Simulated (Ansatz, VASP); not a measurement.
**Zr3S2 in VASP and in Ansatz**

```
Zr S
1.0
    -1.77061    1.77061    8.66437
     1.77061   -1.77061    8.66437
     1.77061    1.77061   -8.66437
Zr S
3 2
Direct
  0.64332 0.64332 0.00000
  0.35668 0.35668 0.00000
  0.00000 0.00000 0.00000
  0.75000 0.25000 0.50000
  0.50000 0.50000 0.00000
```

Alike in both runs: functional PBE; k mesh 6 × 6 × 6; occupations gaussian, width 0.1 eV; no spin polarisation.

Ansatz relaxed the structure, and its values are those at the end. VASP's run is a single point on that final structure, the one shown.

|  | VASP | Ansatz |
| --- | --- | --- |
| version | VASP 6.6.1 | Ansatz 0.2.0 |
| potentials or method | VASP PAW PBE potentials, release 64 (Zr_sv, S), cutoff 520 eV | scalar-relativistic, plane waves, PAW |
| valence electrons in the cell | 48 | 48 |

|  | VASP | Ansatz | Ansatz less VASP |
| --- | --- | --- | --- |
| gap on the k mesh at the Fermi level (eV) | none | none | - |
| pressure (GPa) | 0.1 | 0.1 | -0.01 |
| rms of the force components (eV/Å) | 0.013 | 0.013 | +0.0001 |

A gap of «none» marks a metal or a gap that the smearing closes.

The k mesh is coarse, so the values compare programs but aren't converged.
